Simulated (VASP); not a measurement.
# KF in VASP: further runs, part 3 of 3

VASP 6.6.1.

## 5. Single point, PBE (strain along [111] -4.0%)

File INCAR:

```
PREC = Accurate
ENCUT = 520
EDIFF = 1E-6
ISMEAR = 0
SIGMA = 0.01
LREAL = F
LASPH = T
NELM = 60
ALGO = Normal
ISIF = 2
LWAVE = F
LCHARG = F
GGA = PE
NBANDS = 15
```

File KPOINTS:

```
Automatic mesh
0
Gamma
  4 4 4
```

File POSCAR:

```
KF
1.0
   -0.0709056152      2.5880549558      2.5880549558
    2.5880549558     -0.0709056152      2.5880549558
    2.5880549558      2.5880549558     -0.0709056152
K F
1 1
Direct
    0.0000000000      0.0000000000      0.0000000000
    0.5000000000      0.5000000000      0.5000000000
```

Potentials or basis: VASP PAW PBE potentials, release 64 (K_sv, F).

Launch:

```console
cat potpaw_PBE.64/K_sv/POTCAR potpaw_PBE.64/F/POTCAR > POTCAR
mpirun -np 1 vasp_std > vasp.out
```

OUTCAR:

```text
PREC = Accurate
   ENCUT = 520
   EDIFF = 1E-6
   ISMEAR = 0
   LREAL = F
   LASPH = T
   NELM = 60
   ISIF = 2
   GGA = PE

 ion  position               nearest neighbor table
   1  0.000  0.000  0.000-   2 2.62   2 2.62   2 2.62   2 2.62   2 2.62   2 2.62
   2  0.500  0.500  0.500-   1 2.62   1 2.62   1 2.62   1 2.62   1 2.62   1 2.62

  LATTYP: Found a trigonal (rhomboedric) cell.
 ALAT       =     3.6607491740
 COS(alpha) =     0.4724254361

  Lattice vectors:

 A1 = (  -0.0709056152,   2.5880549558,   2.5880549558)
 A2 = (   2.5880549558,  -0.0709056152,   2.5880549558)
 A3 = (   2.5880549558,   2.5880549558,  -0.0709056152)

Analysis of symmetry for initial positions (statically):
=====================================================================
 Subroutine PRICEL returns:
 Original cell was already a primitive cell.

 Routine SETGRP: Setting up the symmetry group for a
 trigonal (rhombohedral) supercell.

 Subroutine GETGRP returns: Found 12 space group operations
 (whereof 12 operations were pure point group operations)
 out of a pool of 12 trial point group operations.

The static configuration has the point symmetry D_3d.

Analysis of symmetry for dynamics (positions and initial velocities):
=====================================================================
 Subroutine PRICEL returns:
 Original cell was already a primitive cell.

 Routine SETGRP: Setting up the symmetry group for a
 trigonal (rhombohedral) supercell.

 Subroutine GETGRP returns: Found 12 space group operations
 (whereof 12 operations were pure point group operations)
 out of a pool of 12 trial point group operations.

The dynamic configuration has the point symmetry D_3d.

 Subroutine INISYM returns: Found 12 space group operations
 (whereof 12 operations are pure point group operations),
[... 108 lines left out ...]
   LORBIT       =      0    0 simple, 1 ext, 2 COOP (PROOUT), +10 PAW based schemes
   GGA     = PE    functional components
   LHFCALC =     F    Hartree Fock is set to
   AEXX    =    0.0000 exact exchange contribution
   IVDW    =     0    specifies the selected vdW correction
   LEPSILON=     F    determine dielectric tensor
   LRPA    =     F    only Hartree local field effects (RPA)
 non-spin polarized calculation
 Gauss-broadening in eV      SIGMA  =   0.01
  energy-cutoff  :      520.00
  volume of cell :       36.09
 maximum number of plane-waves:       981
   NGX = 13   NGY = 13   NGZ = 13

 number of electron      16.0000009 magnetization

 Free energy of the ion-electron system (eV)
  ---------------------------------------------------
  ext. energy  EPLUGINS =         0.00000000
  ---------------------------------------------------
  free energy    TOTEN  =        -8.25248054 eV

  energy without entropy =       -8.25248054  energy(sigma->0) =       -8.25248054

 E-fermi :  -2.5535     XC(G=0):  -8.6597

 val. band max:       -2.6187359137   @ k =   0.0000   0.0000   0.0000
 cond. band min:       3.8144913639   @ k =   0.0000   0.0000   0.0000
 fundamental gap:      6.4332272776
 Fermi energy:        -2.5535349846

 k-point     1 :       0.0000    0.0000    0.0000
  band No.  band energies     occupation
      1     -28.6457      2.00000
      2     -21.3309      2.00000
      3     -11.8573      2.00000
      4     -11.8573      2.00000
      5     -11.8349      2.00000
      6      -2.6548      2.00000
      7      -2.6548      2.00000
      8      -2.6187      2.00000
      9       3.8145      0.00000
     10       8.0294      0.00000
     11       8.0294      0.00000
     12       8.4781      0.00000
     13       9.9406      0.00000
     14       9.9406      0.00000
[... 203 lines left out ...]
      2     -21.4382      2.00000
      3     -12.2080      2.00000
      4     -11.9106      2.00000
      5     -11.9106      2.00000
      6      -3.5030      2.00000
      7      -3.0908      2.00000
      8      -3.0908      2.00000
      9       6.7355      0.00000
     10       8.5090      0.00000
     11       9.7380      0.00000
     12       9.7380      0.00000
     13      12.0511      0.00000
     14      12.0511      0.00000
     15      14.3829      0.00000

------------------------ aborting loop because EDIFF is reached ----------------------------------------

  FORCE on cell =-STRESS in cart. coord.  units (eV):
  Direction    XX          YY          ZZ          XY          YZ          ZX
  --------------------------------------------------------------------------------------
  -------------------------------------------------------------------------------------
  Total        0.8258869      0.8258869      0.8258869      0.0671171      0.0671171      0.0671171
  in kB       36.6601493     36.6601493     36.6601493      2.9792496      2.9792496      2.9792496
  external PRESSURE =      36.6601493 kB  Pullay stress =       0.0000000 kB

 VOLUME and BASIS-vectors are now :
 -----------------------------------------------------------------------------
  energy-cutoff  :      520.00
  volume of cell :       36.09
      direct lattice vectors                 reciprocal lattice vectors
    -0.070905615  2.588054956  2.588054956    -0.185431691  0.190655119  0.190655119
     2.588054956 -0.070905615  2.588054956     0.190655119 -0.185431691  0.190655119
     2.588054956  2.588054956 -0.070905615     0.190655119  0.190655119 -0.185431691

 POSITION                                       TOTAL-FORCE (eV/Angst)
 -----------------------------------------------------------------------------------
      0.00000      0.00000      0.00000        -0.000000      0.000000     -0.000000
      2.55260      2.55260      2.55260         0.000000     -0.000000      0.000000
 -----------------------------------------------------------------------------------
    total drift:                                0.000000      0.000000      0.000000

  FREE ENERGIE OF THE ION-ELECTRON SYSTEM (eV)
  ---------------------------------------------------
  free  energy   TOTEN  =        -8.2524805448 eV

  energy  without entropy=       -8.2524805448  energy(sigma->0) =       -8.25248054
```

OSZICAR:

```text
N       E                     dE             d eps       ncg     rms          rms(c)
DAV:   1     0.112764354999E+03    0.11276E+03   -0.82779E+03   390   0.104E+03
DAV:   2    -0.490075409509E+01   -0.11767E+03   -0.10823E+03   488   0.285E+02
DAV:   3    -0.938557833193E+01   -0.44848E+01   -0.44629E+01   544   0.510E+01
DAV:   4    -0.950191679901E+01   -0.11634E+00   -0.11634E+00   512   0.817E+00
DAV:   5    -0.950331637777E+01   -0.13996E-02   -0.13996E-02   554   0.770E-01    0.643E+00
DAV:   6    -0.827977542197E+01    0.12235E+01   -0.34514E+00   404   0.153E+01    0.437E+00
DAV:   7    -0.825373651052E+01    0.26039E-01   -0.66740E-02   467   0.222E+00    0.247E+00
DAV:   8    -0.825035455347E+01    0.33820E-02   -0.47682E-02   425   0.218E+00    0.186E-01
DAV:   9    -0.825184888849E+01   -0.14943E-02   -0.37681E-03   502   0.514E-01    0.128E-01
DAV:  10    -0.825235929506E+01   -0.51041E-03   -0.43500E-04   418   0.183E-01    0.585E-02
DAV:  11    -0.825248171647E+01   -0.12242E-03   -0.12531E-04   432   0.945E-02    0.205E-02
DAV:  12    -0.825248047867E+01    0.12378E-05   -0.11856E-05   481   0.348E-02    0.425E-03
DAV:  13    -0.825248054477E+01   -0.66110E-07   -0.21405E-06   439   0.132E-02
   1 F= -.82524805E+01 E0= -.82524805E+01  d E =-.303869E-22
```

Wall time 12 s (1 thread of AMD EPYC 7R13, shared host); peak memory 0.12 GiB.

Results:

| Property | Result |
| --- | --- |
| Free energy | -8.2525 eV |
| Pressure | 3.7 GPa |
| Band gap on the k mesh | 6.43 eV |

Stress tensor (GPa, compression positive):
```
3.67 0.30 0.30
0.30 3.67 0.30
0.30 0.30 3.67
```

Caveat: the k points lie up to 0.51 Å⁻¹ apart; the cell differs from its parent crystal (strain along [111] -4.0%).

## 6. Summary

| cell | gap on the mesh (eV) | pressure (GPa) |
| --- | --- | --- |
| a = 3.760 Å, angles 60.0°, 2 atoms | 6.24 | 2.0 |
| a = 3.873 Å, angles 60.0°, 2 atoms | 5.79 | -0.8 |
| a = 3.788 Å, angles 58.2°, 2 atoms | 6.33 | 2.7 |
| a = 3.661 Å, angles 61.8°, 2 atoms | 6.43 | 3.7 |

Alike in all rows: task single point; level PBE; potentials or basis VASP PAW PBE potentials, release 64 (K_sv, F); no spin polarisation; k mesh 4 × 4 × 4; cutoff (eV) 520; smearing gaussian 0.01 eV.

Caveats: all runs use coarse meshes.

Absolute energies hang on the potentials; compare differences alone.
